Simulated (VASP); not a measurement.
# Sb (Pm-3m) in VASP: a series of runs

Sb is run at these levels: PBE+D3(BJ); tasks: single point, relaxation of cell and atoms.

Everything below comes from runs of VASP 6.6.1. Logs are shortened: lines on timing, memory, paths and dates and some standing lists are left out, and cuts for length are marked.

### Step 1. The cell of the first run

It takes space group Pm-3m (No. 221, cubic). The conventional cell has a = 3.061 Å, b = 3.061 Å, c = 3.061 Å, α = 90.00°, β = 90.00°, γ = 90.00°. Sb (site symmetry m-3m) has 6 Sb at 3.06 Å within 4.0 Å.

### Step 2. Single point, PBE+D3(BJ)

INCAR

```
SYSTEM = Sb
  ALGO = Normal
  EDIFF = 1E-6
  ENCUT = 520
  GGA = PE
  ISIF = 2
  ISMEAR = 0
  IVDW = 12
  LASPH = .TRUE.
  LCHARG = .FALSE.
  LREAL = .FALSE.
  LWAVE = .FALSE.
  NBANDS = 8
  NELM = 100
  PREC = Accurate
  SIGMA = 0.1
```

KPOINTS

```
k-points
0
G
  14 14 14
  0 0 0
```

POSCAR

```
Sb
1.0
    3.0614739190      0.0000000000      0.0000000000
    0.0000000000      3.0614739190      0.0000000000
    0.0000000000      0.0000000000      3.0614739190
Sb
1
Direct
    0.0000000000      0.0000000000      0.0000000000
```

Potentials or basis: VASP PAW PBE potentials, release 64 (Sb).

The run is started by

```
$ cat potpaw_PBE.64/Sb/POTCAR > POTCAR
$ mpirun -np 1 vasp_std > vasp.out
```

OUTCAR:

```text
SYSTEM = Sb
   EDIFF = 1E-6
   ENCUT = 520
   GGA = PE
   ISIF = 2
   ISMEAR = 0
   IVDW = 12
   LASPH = .TRUE.
   LREAL = .FALSE.
   NELM = 100
   PREC = Accurate
 IVDW          = 12

 ion  position               nearest neighbor table
   1  0.000  0.000  0.000-

  LATTYP: Found a simple cubic cell.
 ALAT       =     3.0614739190

  Lattice vectors:

 A1 = (   3.0614739190,   0.0000000000,   0.0000000000)
 A2 = (   0.0000000000,   3.0614739190,   0.0000000000)
 A3 = (   0.0000000000,   0.0000000000,   3.0614739190)

Analysis of symmetry for initial positions (statically):
=====================================================================
 Subroutine PRICEL returns:
 Original cell was already a primitive cell.

 Routine SETGRP: Setting up the symmetry group for a
 simple cubic supercell.

 Subroutine GETGRP returns: Found 48 space group operations
 (whereof 48 operations were pure point group operations)
 out of a pool of 48 trial point group operations.

The static configuration has the point symmetry O_h .

Analysis of symmetry for dynamics (positions and initial velocities):
=====================================================================
 Subroutine PRICEL returns:
 Original cell was already a primitive cell.

 Routine SETGRP: Setting up the symmetry group for a
 simple cubic supercell.

 Subroutine GETGRP returns: Found 48 space group operations
 (whereof 48 operations were pure point group operations)
 out of a pool of 48 trial point group operations.

The dynamic configuration has the point symmetry O_h .

 Subroutine INISYM returns: Found 48 space group operations
 (whereof 48 operations are pure point group operations),
 and found     1 'primitive' translations

----------------------------------------------------------------------------------------

                                     Primitive cell

  volume of cell :      28.6940

  direct lattice vectors                    reciprocal lattice vectors
     3.061473919  0.000000000  0.000000000     0.326640052  0.000000000  0.000000000
     0.000000000  3.061473919  0.000000000     0.000000000  0.326640052  0.000000000
     0.000000000  0.000000000  3.061473919     0.000000000  0.000000000  0.326640052

  length of vectors
     3.061473919  3.061473919  3.061473919     0.326640052  0.326640052  0.326640052

  position of ions in fractional coordinates (direct lattice)
     0.000000000  0.000000000  0.000000000

  ion indices of the primitive-cell ions
   primitive index   ion index
                 1           1

----------------------------------------------------------------------------------------

 KPOINTS: k-points

Automatic generation of k-mesh.
 Grid dimensions read from file:
 generate k-points for:   14   14   14

 Generating k-lattice:

  Cartesian coordinates                     Fractional coordinates (reciprocal lattice)
     0.023331432  0.000000000  0.000000000     0.071428571  0.000000000  0.000000000
     0.000000000  0.023331432  0.000000000     0.000000000  0.071428571  0.000000000
     0.000000000  0.000000000  0.023331432     0.000000000  0.000000000  0.071428571

  Length of vectors
     0.023331432  0.023331432  0.023331432

  Shift w.r.t. Gamma in fractional coordinates (k-lattice)
     0.000000000  0.000000000  0.000000000

 Subroutine IBZKPT returns following result:
 ===========================================

 Found    120 irreducible k-points:

 Following reciprocal coordinates:
            Coordinates               Weight
  0.000000  0.000000  0.000000      1.000000
  0.071429  0.000000  0.000000      6.000000
  0.142857  0.000000  0.000000      6.000000
  0.214286  0.000000  0.000000      6.000000
  0.285714  0.000000  0.000000      6.000000
  0.357143  0.000000  0.000000      6.000000
[... 16 lines left out ...]
  0.285714  0.214286  0.000000     24.000000
  0.357143  0.214286  0.000000     24.000000
 [... further k-points ...]
   k-points           NKPTS =    120   k-points in BZ     NKDIM =    120   number of bands    NBANDS=      8
   number of dos      NEDOS =    301   number of ions     NIONS =      1
   total plane-waves  NPLWV =  13824
   dimension x,y,z NGX =    24 NGY =   24 NGZ =   24
   dimension x,y,z NGXF=    48 NGYF=   48 NGZF=   48
   ions per type =               1
   NGX,Y,Z   is equivalent  to a cutoff of  13.03, 13.03, 13.03 a.u.
   NGXF,Y,Z  is equivalent  to a cutoff of  26.07, 26.07, 26.07 a.u.
 SYSTEM =  Sb
   PREC   = accura    normal or accurate (medium, high low for compatibility)
   ISTART =      0    job   : 0-new  1-cont  2-samecut
   ICHARG =      2    charge: 1-file 2-atom 10-const
   ISPIN  =      1    spin polarized calculation?
   LNONCOLLINEAR =      F non collinear calculations
   LSORBIT =      F    spin-orbit coupling
   LASPH  =      T    aspherical Exc in radial PAW
   ENCUT  =  520.0 eV  38.22 Ry    6.18 a.u.   5.69  5.69  5.69*2*pi/ulx,y,z
   NELM   =    100;   NELMIN=  2; NELMDL= -5     # of ELM steps
   EDIFF  = 0.1E-05   stopping-criterion for ELM
   LREAL  =      F    real-space projection
   EDIFFG = 0.1E-04   stopping-criterion for IOM
   NSW    =      0    number of steps for IOM
   IBRION =     -1    ionic relax: 0-MD 1-quasi-New 2-CG
   NFREE  =      0    steps in history (QN), initial steepest desc. (CG)
   ISIF   =      2    stress and relaxation
   ISYM   =      2    0-nonsym 1-usesym 2-fastsym
   POTIM  = 0.5000    time-step for ionic-motion
   TEBEG  =    0.0;   TEEND  =   0.0 temperature during run
   PSTRESS=    0.0 pullay stress
   NELECT =       5.0000    total number of electrons
   NUPDOWN=      -1.0000    fix difference up-down
   EMIN   =  10.00;   EMAX   =-10.00  energy-range for DOS
   EFERMI =   0.00;   METHOD = LEGACY
   ISMEAR =     0;   SIGMA  =   0.10  broadening in eV -4-tet -1-fermi 0-gaus
   EFERMI_NEDOS =   21; number of points for ismear=-14 and -15
   IALGO  =     38    algorithm
   IMIX   =      4    mixing-type and parameters
     AMIX     =   0.40;   BMIX     =  1.00
     AMIX_MAG =   1.60;   BMIX_MAG =  1.00
  volume/ion in A,a.u.               =      28.69       193.64
  Fermi-wavevector in a.u.,A,eV,Ry     =   0.914396  1.727958 11.376101  0.836120
  Thomas-Fermi vector in A             =   2.039018
   LORBIT       =      0    0 simple, 1 ext, 2 COOP (PROOUT), +10 PAW based schemes
   GGA     = PE    functional components
   LHFCALC =     F    Hartree Fock is set to
   AEXX    =    0.0000 exact exchange contribution
   IVDW    =    12    specifies the selected vdW correction
   LEPSILON=     F    determine dielectric tensor
   LRPA    =     F    only Hartree local field effects (RPA)
 non-spin polarized calculation
 Gauss-broadening in eV      SIGMA  =   0.10
  energy-cutoff  :      520.00
  volume of cell :       28.69
 maximum number of plane-waves:       804
 NGX is ok and might be reduce to    24
   NGX = 11   NGY = 11   NGZ = 11

 number of electron       4.9999999 magnetization

 Free energy of the ion-electron system (eV)
  ---------------------------------------------------
  ext. energy  EPLUGINS =         0.00000000
  ---------------------------------------------------
  free energy    TOTEN  =        -4.08460720 eV

  energy without entropy =       -4.08092608  energy(sigma->0) =       -4.08276664

 E-fermi :   7.5837     XC(G=0):  -9.7899

 val. band max:        7.5822256730   @ k =   0.2143   0.2143   0.1429
 cond. band min:       7.6184144774   @ k =   0.5000   0.2857   0.2143
 fundamental gap:      0.0361888044
 Fermi energy:         7.5836896513

 k-point     1 :       0.0000    0.0000    0.0000
  band No.  band energies     occupation
      1      -5.0574      2.00000
      2      11.0008      0.00000
      3      11.0008      0.00000
      4      11.0008      0.00000
      5      14.5915      0.00000
      6      14.5915      0.00000
      7      16.1380      0.00000
      8      25.4897      0.00000

 k-point     2 :       0.0714    0.0000    0.0000
  band No.  band energies     occupation
      1      -4.9803      2.00000
      2      10.0100      0.00000
      3      11.0778      0.00000
      4      11.0778      0.00000
      5      14.6512      0.00000
      6      15.2134      0.00000
      7      16.6680      0.00000
      8      24.7988      0.00000

 k-point     3 :       0.1429    0.0000    0.0000
  band No.  band energies     occupation
      1      -4.7510      2.00000
      2       8.2338      0.00000
      3      11.3033      0.00000
      4      11.3033      0.00000
      5      14.8294      0.00000
      6      15.7138      0.00000
      7      18.4149      0.00000
      8      23.6083      0.00000

 k-point     4 :       0.2143    0.0000    0.0000
  band No.  band energies     occupation
      1      -4.3765      2.00000
      2       6.4177      2.00000
      3      11.6591      0.00000
      4      11.6591      0.00000
      5      15.1231      0.00000
      6      16.1035      0.00000
      7      20.5572      0.00000
      8      22.3660      0.00000

 k-point     5 :       0.2857    0.0000    0.0000
  band No.  band energies     occupation
      1      -3.8747      2.00000
      2       4.7364      2.00000
      3      12.1092      0.00000
      4      12.1092      0.00000
      5      15.5236      0.00000
      6      16.5783      0.00000
      7      21.1905      0.00000
      8      21.1905      0.00000
[... 177 lines left out ...]
 k-point    22 :       0.2143    0.2143    0.0000
  band No.  band energies     occupation
      1      -3.6943      2.00000
      2       6.8502      2.00000
      3       7.3122      1.99988
      4      12.3233      0.00000
      5      16.0664      0.00000
      6      17.5522      0.00000
      7      20.5271      0.00000
      8      21.7226      0.00000

 k-point    23 :       0.2857    0.2143    0.0000
  band No.  band energies     occupation
      1      -3.1908      2.00000
      2       5.3687      2.00000
      3       7.5788      1.05465
      4      12.7779      0.00000
      5      15.8102      0.00000
      6      16.8529      0.00000
      7      21.2104      0.00000
      8      21.6726      0.00000

 k-point    24 :       0.3571    0.2143    0.0000
  band No.  band energies     occupation
      1      -2.6035      2.00000
      2       3.9269      2.00000
      3       8.0889      0.00000
      4      13.2618      0.00000
      5      14.7282      0.00000
      6      17.2740      0.00000
      7      20.6757      0.00000
      8      20.8361      0.00000

 [... further k-points ...]

------------------------ aborting loop because EDIFF is reached ----------------------------------------

 Edisp (eV)   -0.49815

 E8    (eV) :    -0.2323

  FORCE on cell =-STRESS in cart. coord.  units (eV):
  Direction    XX          YY          ZZ          XY          YZ          ZX
  --------------------------------------------------------------------------------------
  -------------------------------------------------------------------------------------
  Total      -0.00253    -0.00253    -0.00253    -0.00000    -0.00000     0.00000
  in kB      -0.14112    -0.14112    -0.14112    -0.00000    -0.00000     0.00000
  external pressure =       -0.14 kB  Pullay stress =        0.00 kB

 VOLUME and BASIS-vectors are now :
 -----------------------------------------------------------------------------
  energy-cutoff  :      520.00
  volume of cell :       28.69
      direct lattice vectors                 reciprocal lattice vectors
     3.061473919  0.000000000  0.000000000     0.326640052  0.000000000  0.000000000
     0.000000000  3.061473919  0.000000000     0.000000000  0.326640052  0.000000000
     0.000000000  0.000000000  3.061473919     0.000000000  0.000000000  0.326640052

 POSITION                                       TOTAL-FORCE (eV/Angst)
 -----------------------------------------------------------------------------------
      0.00000      0.00000      0.00000         0.000000      0.000000      0.000000
 -----------------------------------------------------------------------------------
    total drift:                               -0.000000      0.000000      0.000000

  FREE ENERGIE OF THE ION-ELECTRON SYSTEM (eV)
  ---------------------------------------------------
  free  energy   TOTEN  =        -4.5827535641 eV

  energy  without entropy=       -4.5790724444  energy(sigma->0) =       -4.58091300
```

Wall time 6.1 s (1 thread of Intel Xeon 6975P-C (Granite Rapids), shared host); peak memory 0.16 GiB.

What came out:

```
Free energy                : -4.5828 eV
Pressure                   : 0.0 GPa
Dispersion energy per atom : -0.498 eV
```

Caveat: spin-orbit coupling is left out, which moves the levels of the heavy elements; pairwise dispersion overbinds metals, which lowers pressure and volume.

### Step 3. Relaxation of cell and atoms, PBE+D3(BJ)

INCAR

```
SYSTEM = Sb
PREC = Accurate ; ENCUT = 600
EDIFF = 1E-6 ; ISMEAR = 0
SIGMA = 0.1 ; LREAL = .False.
LASPH = .True. ; NELM = 80
ALGO = Normal ; ISIF = 3
LWAVE = .False. ; LCHARG = .False.
GGA = PE ; IVDW = 12
IBRION = 2 ; NSW = 100
EDIFFG = -0.005
```

KPOINTS

```
Automatic mesh
0
Gamma
  14 14 14
  0 0 0
```

POSCAR is that of step 2.

Potentials or basis: VASP PAW PBE potentials, release 64 (Sb).

The run is started by

```
$ cat potpaw_PBE.64/Sb/POTCAR > POTCAR
$ mpirun -np 1 vasp_std > vasp.out
```

It took 4.6 s on 1 thread of Intel Xeon 6975P-C (Granite Rapids), shared host; peak memory 0.16 GiB.

It converged, with:

```
Free energy                : -4.5828 eV
Pressure after relaxing    : 0.0 GPa
Dispersion energy per atom : -0.498 eV
```

Final structure:
```
Sb
1.0
     3.06147    0.00000    0.00000
     0.00000    3.06147    0.00000
     0.00000    0.00000    3.06147
Sb
1
Direct
  0.00000 0.00000 0.00000
```

Levels at points of the mesh, in eV from the Fermi level:
| k point | band 1 | band 2 | band 3 | band 4 | band 5 | band 6 |
| --- | --- | --- | --- | --- | --- | --- |
| (0.00, 0.00, 0.00) | -12.64 | 3.42 | 3.42 | 3.42 | 7.01 | 7.01 |
| (0.50, 0.00, 0.00) | -10.08 | -5.80 | 5.56 | 5.56 | 9.16 | 10.75 |
| (0.50, 0.50, 0.00) | -7.33 | -3.66 | -3.66 | 2.09 | 7.76 | 13.21 |
| (0.50, 0.50, 0.50) | -4.24 | -1.65 | -1.65 | -1.65 | 4.83 | 4.83 |

Caveat: the relaxation stopped at its first step, so nothing moved; spin-orbit coupling is left out, which moves the levels of the heavy elements; pairwise dispersion overbinds metals, which lowers pressure and volume.
